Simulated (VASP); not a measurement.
Here is a VASP 6.6.1 calculation.

The input INCAR:

```
PREC = Accurate
ENCUT = 520
EDIFF = 1E-6
ISMEAR = 0
SIGMA = 0.1
LREAL = False
LASPH = True
NELM = 60
ALGO = Normal
ISIF = 2
LWAVE = False
LCHARG = True
GGA = RP
LELF = True
LVHAR = True
ISYM = 0
NBANDS = 8
```

The input KPOINTS:

```
Automatic mesh
0
Gamma
  4 4 4
  0.5 0.5 0
```

POSCAR

```
Al
1.0
    0.0000000000      2.0194648466      2.0194648466
    2.0194648466      0.0000000000      2.0194648466
    2.0194648466      2.0194648466      0.0000000000
Al
1
Direct
    0.0000000000      0.0000000000      0.0000000000
```

Potentials or basis: VASP PAW PBE potentials, release 64 (Al).

Command:

```console
$ cat potpaw_PBE.64/Al/POTCAR > POTCAR
$ mpirun -np 1 vasp_std > vasp.out
```

(1) Estimate the pressure.

## Answers

(1) 1.6 GPa.

Caveat: the k points lie up to 0.67 Å⁻¹ apart; the PAW data sets were made with another functional, which shifts forces and pressure a little.
